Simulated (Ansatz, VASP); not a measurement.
# P in VASP and in Ansatz

```
CELL_PARAMETERS angstrom
3.29619 0.00000 0.00000
0.00000 4.43916 0.00000
0.00000 0.00000 21.74620
ATOMIC_POSITIONS crystal
P 0.50000 0.91750 0.20693
P 0.00000 0.58250 0.20693
P 0.50000 0.08250 0.30456
P 0.00000 0.41750 0.30456
P 0.00000 0.08250 0.47517
P 0.50000 0.41750 0.47517
P 0.00000 0.91750 0.57280
P 0.50000 0.58250 0.57280
```

Alike in both runs: task single point; functional PBE; dispersion D3(BJ); k mesh 8 × 6 × 1; occupations gaussian, width 0.05 eV; no spin polarisation.

|  | VASP | Ansatz |
| --- | --- | --- |
| version | VASP 6.6.1 | Ansatz 0.2.0 |
| potentials or method | VASP PAW PBE potentials, release 64 (P), cutoff 520 eV | scalar-relativistic, plane waves, PAW |
| valence electrons in the cell | 40 | 40 |

|  | VASP | Ansatz | Ansatz less VASP |
| --- | --- | --- | --- |
| gap on the k mesh at the Fermi level (eV) | 0.17 | 0.16 | -0.016 |
| least direct gap on the mesh (eV) | 0.17 | 0.16 | -0.016 |
| rms of the force components (eV/Å) | 0.031 | 0.035 | +0.0047 |

Atom by atom the forces differ by 0.031 eV/Å (rms over components).
